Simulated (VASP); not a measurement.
# Li (P6_3/mmc) in VASP: notebook

The runs below take Li through relaxation of shape and atoms at fixed volume, with PBE.

Everything below comes from runs of VASP 6.6.1. Logs are shortened: lines on timing, memory, paths and dates and some standing lists are left out, and cuts for length are marked.

### Step 1. The cell of the first run

It takes space group P6_3/mmc (No. 194, hexagonal). The conventional cell has a = 2.276 Å, b = 2.276 Å, c = 7.206 Å, α = 90.00°, β = 90.00°, γ = 120.00°. Within 2.9 Å of Li (site symmetry -3m) lie 12 Li at 2.23 to 2.28 Å. Within 2.9 Å of Li (site symmetry -6m2) lie 12 Li at 2.23 to 2.28 Å.

### Step 2. Relaxation of shape and atoms at fixed volume, PBE

The input, INCAR:

```
SYSTEM = Li
  PREC = Accurate
  ENCUT = 600
  EDIFF = 1E-7
  ISMEAR = -1
  SIGMA = 0.05
  LREAL = .FALSE.
  LASPH = .TRUE.
  NELM = 80
  ALGO = Normal
  ISIF = 4
  LWAVE = .FALSE.
  LCHARG = .FALSE.
  GGA = PE
  IBRION = 2
  NSW = 50
  EDIFFG = -0.005
```

The input, KPOINTS:

```
regular mesh
0
G
  10 10 6
  0 0 0
```

The input, POSCAR:

```
Li
1.0
    2.2757091305      0.0000000000      0.0000000000
   -1.1378545653      1.9708219187      0.0000000000
    0.0000000000      0.0000000000      7.2060947106
Li
4
Direct
    0.0000000000      0.0000000000      0.0000000000
    0.0000000000      0.0000000000      0.5000000000
    0.3333333333      0.6666666667      0.2500000000
    0.6666666667      0.3333333333      0.7500000000
```

Potentials or basis: VASP PAW PBE potentials, release 64 (Li_sv).

Command:

```
> cat potpaw_PBE.64/Li_sv/POTCAR > POTCAR
> mpirun -np 1 vasp_std > vasp.out
```

OUTCAR:

```text
SYSTEM = Li
   PREC = Accurate
   ENCUT = 600
   EDIFF = 1E-7
   ISMEAR = -1
   LREAL = .FALSE.
   LASPH = .TRUE.
   NELM = 80
   ISIF = 4
   GGA = PE
   IBRION = 2
   NSW = 50
   EDIFFG = -0.005

 ion  position               nearest neighbor table
   1  0.000  0.000  0.000-   3 2.23   4 2.23   4 2.23   3 2.23   4 2.23   3 2.23
   2  0.000  0.000  0.500-   3 2.23   4 2.23   4 2.23   3 2.23   4 2.23   3 2.23
   3  0.333  0.667  0.250-   1 2.23   2 2.23   1 2.23   2 2.23   1 2.23   2 2.23
   4  0.667  0.333  0.750-   1 2.23   2 2.23   1 2.23   2 2.23   1 2.23   2 2.23

  LATTYP: Found a hexagonal cell.
 ALAT       =     2.2757091305
 C/A-ratio  =     3.1665271339

  Lattice vectors:

 A1 = (   2.2757091305,   0.0000000000,   0.0000000000)
 A2 = (  -1.1378545653,   1.9708219187,   0.0000000000)
 A3 = (   0.0000000000,   0.0000000000,   7.2060947106)

Analysis of symmetry for initial positions (statically):
=====================================================================
 Subroutine PRICEL returns:
 Original cell was already a primitive cell.

 Routine SETGRP: Setting up the symmetry group for a
 hexagonal supercell.

 Subroutine GETGRP returns: Found 24 space group operations
 (whereof 12 operations were pure point group operations)
 out of a pool of 24 trial point group operations.

The static configuration has the point symmetry D_3d.
 The point group associated with its full space group is D_6h.

Analysis of symmetry for dynamics (positions and initial velocities):
=====================================================================
 Subroutine PRICEL returns:
 Original cell was already a primitive cell.

 Routine SETGRP: Setting up the symmetry group for a
 hexagonal supercell.

 Subroutine GETGRP returns: Found 24 space group operations
 (whereof 12 operations were pure point group operations)
 out of a pool of 24 trial point group operations.

The dynamic configuration has the point symmetry D_3d.
 The point group associated with its full space group is D_6h.

 Subroutine INISYM returns: Found 24 space group operations
 (whereof 12 operations are pure point group operations),
 and found     1 'primitive' translations

----------------------------------------------------------------------------------------

                                     Primitive cell

  volume of cell :      32.3195

  direct lattice vectors                    reciprocal lattice vectors
     2.275709131  0.000000000  0.000000000     0.439423469  0.253701258  0.000000000
    -1.137854565  1.970821919  0.000000000     0.000000000  0.507402516  0.000000000
     0.000000000  0.000000000  7.206094711     0.000000000  0.000000000  0.138771421

  length of vectors
     2.275709131  2.275709131  7.206094711     0.507402516  0.507402516  0.138771421

  position of ions in fractional coordinates (direct lattice)
     0.000000000  0.000000000  0.000000000
     0.000000000  0.000000000  0.500000000
     0.333333333  0.666666667  0.250000000
     0.666666667  0.333333333  0.750000000

  ion indices of the primitive-cell ions
   primitive index   ion index
                 1           1
                 2           2
                 3           3
                 4           4

----------------------------------------------------------------------------------------

 KPOINTS: regular mesh

Automatic generation of k-mesh.
 Grid dimensions read from file:
 generate k-points for:   10   10    6

 Generating k-lattice:

  Cartesian coordinates                     Fractional coordinates (reciprocal lattice)
     0.043942347  0.025370126  0.000000000     0.100000000  0.000000000  0.000000000
     0.000000000  0.050740252  0.000000000     0.000000000  0.100000000  0.000000000
     0.000000000  0.000000000  0.023128570     0.000000000  0.000000000  0.166666667

  Length of vectors
     0.050740252  0.050740252  0.023128570

  Shift w.r.t. Gamma in fractional coordinates (k-lattice)
     0.000000000  0.000000000  0.000000000

 Subroutine IBZKPT returns following result:
 ===========================================

 Found     56 irreducible k-points:

 Following reciprocal coordinates:
            Coordinates               Weight
  0.000000  0.000000  0.000000      1.000000
  0.100000  0.000000  0.000000      6.000000
  0.200000  0.000000  0.000000      6.000000
  0.300000  0.000000  0.000000      6.000000
  0.400000  0.000000  0.000000      6.000000
  0.500000  0.000000  0.000000      3.000000
[... 16 lines left out ...]
  0.300000  0.100000  0.166667     24.000000
  0.400000  0.100000  0.166667     24.000000
 [... further k-points ...]
   k-points           NKPTS =     56   k-points in BZ     NKDIM =     56   number of bands    NBANDS=     10
   number of dos      NEDOS =    301   number of ions     NIONS =      4
   total plane-waves  NPLWV =  19440
   dimension x,y,z NGX =    18 NGY =   18 NGZ =   60
   dimension x,y,z NGXF=    36 NGYF=   36 NGZF=  120
   ions per type =               4
   NGX,Y,Z   is equivalent  to a cutoff of  13.15, 13.15, 13.84 a.u.
   NGXF,Y,Z  is equivalent  to a cutoff of  26.30, 26.30, 27.68 a.u.
 SYSTEM =  Li
   PREC   = accura    normal or accurate (medium, high low for compatibility)
   ISTART =      0    job   : 0-new  1-cont  2-samecut
   ICHARG =      2    charge: 1-file 2-atom 10-const
   ISPIN  =      1    spin polarized calculation?
   LNONCOLLINEAR =      F non collinear calculations
   LSORBIT =      F    spin-orbit coupling
   LASPH  =      T    aspherical Exc in radial PAW
   ENCUT  =  600.0 eV  44.10 Ry    6.64 a.u.   4.55  4.55 14.39*2*pi/ulx,y,z
   NELM   =     80;   NELMIN=  2; NELMDL= -5     # of ELM steps
   EDIFF  = 0.1E-06   stopping-criterion for ELM
   LREAL  =      F    real-space projection
   EDIFFG = -.5E-02   stopping-criterion for IOM
   NSW    =     50    number of steps for IOM
   IBRION =      2    ionic relax: 0-MD 1-quasi-New 2-CG
   NFREE  =      1    steps in history (QN), initial steepest desc. (CG)
   ISIF   =      4    stress and relaxation
   ISYM   =      2    0-nonsym 1-usesym 2-fastsym
   POTIM  = 0.5000    time-step for ionic-motion
   TEBEG  =    0.0;   TEEND  =   0.0 temperature during run
   PSTRESS=    0.0 pullay stress
   NELECT =      12.0000    total number of electrons
   NUPDOWN=      -1.0000    fix difference up-down
   EMIN   =  10.00;   EMAX   =-10.00  energy-range for DOS
   EFERMI =   0.00;   METHOD = LEGACY
   ISMEAR =    -1;   SIGMA  =   0.05  broadening in eV -4-tet -1-fermi 0-gaus
   EFERMI_NEDOS =   21; number of points for ismear=-14 and -15
   IALGO  =     38    algorithm
   IMIX   =      4    mixing-type and parameters
     AMIX     =   0.40;   BMIX     =  1.00
     AMIX_MAG =   1.60;   BMIX_MAG =  1.00
  volume/ion in A,a.u.               =       8.08        54.53
  Fermi-wavevector in a.u.,A,eV,Ry     =   1.176650  2.223546 18.837330  1.384505
  Thomas-Fermi vector in A             =   2.313010
   LORBIT       =      0    0 simple, 1 ext, 2 COOP (PROOUT), +10 PAW based schemes
   GGA     = PE    functional components
   LHFCALC =     F    Hartree Fock is set to
   AEXX    =    0.0000 exact exchange contribution
   IVDW    =     0    specifies the selected vdW correction
   LEPSILON=     F    determine dielectric tensor
   LRPA    =     F    only Hartree local field effects (RPA)
 conjugate gradient relaxation of ions
 non-spin polarized calculation
  energy-cutoff  :      600.00
  volume of cell :       32.32
 maximum number of plane-waves:      1099
   NGX =  9   NGY =  9   NGZ = 29

--------------------------------------- Ionic step        1  -------------------------------------------

 number of electron      11.9999984 magnetization

 Free energy of the ion-electron system (eV)
  ---------------------------------------------------
  ext. energy  EPLUGINS =         0.00000000
  ---------------------------------------------------
  free energy    TOTEN  =        -3.12809647 eV

  energy without entropy =       -3.11757471  energy(sigma->0) =       -3.12283559

------------------------ aborting loop because EDIFF is reached ----------------------------------------

  FORCE on cell =-STRESS in cart. coord.  units (eV):
  Direction    XX          YY          ZZ          XY          YZ          ZX
  --------------------------------------------------------------------------------------
  -------------------------------------------------------------------------------------
  Total       11.8659232     11.8659232     11.7747401     -0.0000000      0.0000000      0.0000000
  in kB      588.2311442    588.2311443    583.7109114     -0.0000000      0.0000000      0.0000000
  external PRESSURE =     586.7244000 kB  Pullay stress =       0.0000000 kB

 VOLUME and BASIS-vectors are now :
 -----------------------------------------------------------------------------
  energy-cutoff  :      600.00
  volume of cell :       32.32
      direct lattice vectors                 reciprocal lattice vectors
     2.275709131  0.000000000  0.000000000     0.439423469  0.253701258  0.000000000
    -1.137854565  1.970821919  0.000000000     0.000000000  0.507402516  0.000000000
     0.000000000  0.000000000  7.206094711     0.000000000  0.000000000  0.138771421
[... 267 lines left out ...]
 POSITION                                       TOTAL-FORCE (eV/Angst)
 -----------------------------------------------------------------------------------
      0.00000     -0.00000      6.23410        -0.000000     -0.000000     -0.000000
      2.44669     -0.00000      3.11705        -0.000000     -0.000000     -0.000000
     -0.00000      1.41260      1.55853         0.000000     -0.000000      0.000000
      1.22335      0.70630      4.67558         0.000000      0.000000      0.000000
 -----------------------------------------------------------------------------------
    total drift:                                0.000000      0.000000      0.000000

  FREE ENERGIE OF THE ION-ELECTRON SYSTEM (eV)
  ---------------------------------------------------
  free  energy   TOTEN  =        -3.1338585104 eV

  energy  without entropy=       -3.1228386582  energy(sigma->0) =       -3.12834858

--------------------------------------- Ionic step        9  -------------------------------------------

 number of electron      12.0000022 magnetization

 Free energy of the ion-electron system (eV)
  ---------------------------------------------------
  ext. energy  EPLUGINS =         0.00000000
  ---------------------------------------------------
  free energy    TOTEN  =        -3.14746803 eV

  energy without entropy =       -3.13767132  energy(sigma->0) =       -3.14256967

 E-fermi :   4.5390     XC(G=0):  -9.7074

 val. band max:        4.5385103262   @ k =   0.4000   0.1000   0.1667
 cond. band min:       4.5803895368   @ k =   0.3000   0.2000   0.1667
 fundamental gap:      0.0418792106
 Fermi energy:         4.5390482149

 k-point     1 :       0.0000    0.0000    0.0000
  band No.  band energies     occupation
      1     -41.4383      2.00000
      2     -41.1259      2.00000
      3     -41.1060      2.00000
      4     -40.7915      2.00000
      5       0.5780      2.00000
      6       2.2125      2.00000
      7       2.2236      2.00000
      8       6.2499      0.00000
      9      13.9270      0.00000
     10      23.9902      0.00000

 k-point     2 :       0.1000    0.0000    0.0000
  band No.  band energies     occupation
      1     -41.4083      2.00000
      2     -41.1099      2.00000
      3     -41.0902      2.00000
      4     -40.7905      2.00000
      5       0.7018      2.00000
      6       2.3647      2.00000
      7       2.3779      2.00000
      8       6.5913      0.00000
      9      13.5683      0.00000
     10      21.3282      0.00000
[... 274 lines left out ...]
 k-point    24 :       0.4000    0.1000    0.1667
  band No.  band energies     occupation
      1     -41.0484      2.00000
      2     -40.9765      2.00000
      3     -40.9210      2.00000
      4     -40.8512      2.00000
      5       3.4225      2.00000
      6       4.5385      1.00538
      7       5.5980      0.00000
      8       7.2594      0.00000
      9      11.5416      0.00000
     10      12.4218      0.00000

 [... further k-points ...]

------------------------ aborting loop because EDIFF is reached ----------------------------------------

  FORCE on cell =-STRESS in cart. coord.  units (eV):
  Direction    XX          YY          ZZ          XY          YZ          ZX
  --------------------------------------------------------------------------------------
  -------------------------------------------------------------------------------------
  Total       11.5009424     11.5009424     11.5065119     -0.0000000     -0.0000000     -0.0000000
  in kB      570.1378948    570.1378962    570.4139920     -0.0000005     -0.0000000     -0.0000000
  external PRESSURE =     570.2299277 kB  Pullay stress =       0.0000000 kB

 VOLUME and BASIS-vectors are now :
 -----------------------------------------------------------------------------
  energy-cutoff  :      600.00
  volume of cell :       32.32
      direct lattice vectors                 reciprocal lattice vectors
     2.394356556 -0.000000001  0.000000000     0.417648741  0.241129613  0.000000000
    -1.197178279  2.073573606 -0.000000000     0.000000000  0.482259225  0.000000000
     0.000000000  0.000000000  6.509622761     0.000000000  0.000000000  0.153618733

 POSITION                                       TOTAL-FORCE (eV/Angst)
 -----------------------------------------------------------------------------------
      0.00000     -0.00000     -0.00000        -0.000000      0.000000      0.000000
     -0.00000      0.00000      3.25481        -0.000000      0.000000      0.000000
     -0.00000      1.38238      1.62741         0.000000      0.000000     -0.000000
      1.19718      0.69119      4.88222        -0.000000     -0.000000     -0.000000
 -----------------------------------------------------------------------------------
    total drift:                                0.000000     -0.000000      0.000000

  FREE ENERGIE OF THE ION-ELECTRON SYSTEM (eV)
  ---------------------------------------------------
  free  energy   TOTEN  =        -3.1474680252 eV

  energy  without entropy=       -3.1376713211  energy(sigma->0) =       -3.14256967

 reached required accuracy - stopping structural energy minimisation
```

It took 91 s on 1 thread of Oxide Virtual Turin-like, shared host; peak memory 0.12 GiB.

Results:

```yaml
Free_energy: -3.1475 eV
Energy_gained_by_relaxing: 4.8 meV/atom
Ionic_steps: 9
Pressure_after_relaxing: 57.0 GPa
Band_gap_on_the_k_mesh: zero (band 6 reaches 5.98 eV, above the bottom of band 7 at 2.22 eV)
```

Step by step:
```
step  energy change (eV)  largest force (eV/Å)  pressure (GPa)  volume (Å³)
   1              0.0000                0.0000           58.67        32.32
   2             -0.0001                0.0000           58.67        32.32
   3             -0.0004                0.0000           58.68        32.32
   4             -0.0013                0.0000           58.68        32.32
   5             -0.0036                0.0000           58.62        32.32
   6             -0.0067                0.0000           58.44        32.32
   7             -0.0158                0.0000           57.65        32.32
   8             -0.0058                0.0000           56.04        32.32
   9             -0.0194                0.0000           57.02        32.32
```

Final structure:
```xyz
4
Lattice="2.3944 0.0000 0.0000 -1.1972 2.0736 0.0000 0.0000 0.0000 6.5096" Properties=species:S:1:pos:R:3 pbc="T T T"
Li    0.0000    0.0000    0.0000
Li    0.0000    0.0000    3.2548
Li    0.0000    1.3824    1.6274
Li    1.1972    0.6912    4.8822
```

Caveat: the cutoff is under 1.25 times the usual one of these potentials, so pressure, stress and relaxed cells hold a basis-set (Pulay) error.

### Step 3. Relaxation of shape and atoms at fixed volume, PBE

This run uses another cell than the first one, of 11.11 Å³/atom, 1.375 times its volume.

INCAR, as its differences from that of step 2:

```diff
@@ -3,3 +3,3 @@
   ENCUT = 600
-  EDIFF = 1E-7
+  EDIFF = 1E-6
   ISMEAR = -1
```

The input, KPOINTS:

```
Automatic mesh
0
G
  10 10 6
  0 0 0
```

The input, POSCAR:

```
Li
1.0
    2.5305658991      0.0000000000      0.0000000000
   -1.2652829496      2.1915343546      0.0000000000
    0.0000000000      0.0000000000      8.0131055835
Li
4
Direct
    0.0000000000      0.0000000000      0.0000000000
    0.0000000000      0.0000000000      0.5000000000
    0.3333333333      0.6666666667      0.2500000000
    0.6666666667      0.3333333333      0.7500000000
```

Potentials or basis: VASP PAW PBE potentials, release 64 (Li_sv).

Command:

```
> cat potpaw_PBE.64/Li_sv/POTCAR > POTCAR
> mpirun -np 1 vasp_std > vasp.out
```

Run time: 49 s. Hardware: 1 thread of Oxide Virtual Turin-like, shared host; peak memory 0.13 GiB.

Results (log left out):

* Free energy: -5.9800 eV
* Energy gained by relaxing: 0.3 meV/atom
* Ionic steps: 5
* Pressure after relaxing: 22.3 GPa
* Band gap on the k mesh: zero (band 6 reaches 4.64 eV, above the bottom of band 7 at 0.06 eV)

Step by step:
| step | energy change (eV) | largest force (eV/Å) | pressure (GPa) | volume (Å³) |
| --- | --- | --- | --- | --- |
| 1 | 0.0000 | 0.0000 | 22.32 | 44.44 |
| 2 | -0.0003 | 0.0000 | 22.32 | 44.44 |
| 3 | -0.0010 | 0.0000 | 22.31 | 44.44 |
| 4 | -0.0008 | 0.0000 | 22.29 | 44.44 |
| 5 | -0.0013 | 0.0000 | 22.31 | 44.44 |

Final structure:
```xyz
4
Lattice="2.5435 0.0000 0.0000 -1.2718 2.2027 0.0000 0.0000 0.0000 7.9317" Properties=species:S:1:pos:R:3 pbc="T T T"
Li    0.0000    0.0000    0.0000
Li    0.0000    0.0000    3.9659
Li    0.0000    1.4685    1.9829
Li    1.2718    0.7342    5.9488
```

Levels at points of the mesh, in eV from the Fermi level:
```csv
k point,band 4,band 5,band 6,band 7,band 8,band 9
"(0.00, 0.00, 0.00)",-45.57,-4.07,-2.73,-2.73,0.08,6.02
"(0.50, 0.00, 0.00)",-45.54,-0.45,0.66,0.67,1.92,5.75
"(0.00, 0.00, 0.50)",-45.60,-3.74,-3.74,-1.12,-1.12,8.34
"(0.50, 0.00, 0.50)",-45.55,-0.15,-0.15,1.57,1.57,6.08
```

Caveat: the cutoff is under 1.25 times the usual one of these potentials, so pressure, stress and relaxed cells hold a basis-set (Pulay) error.
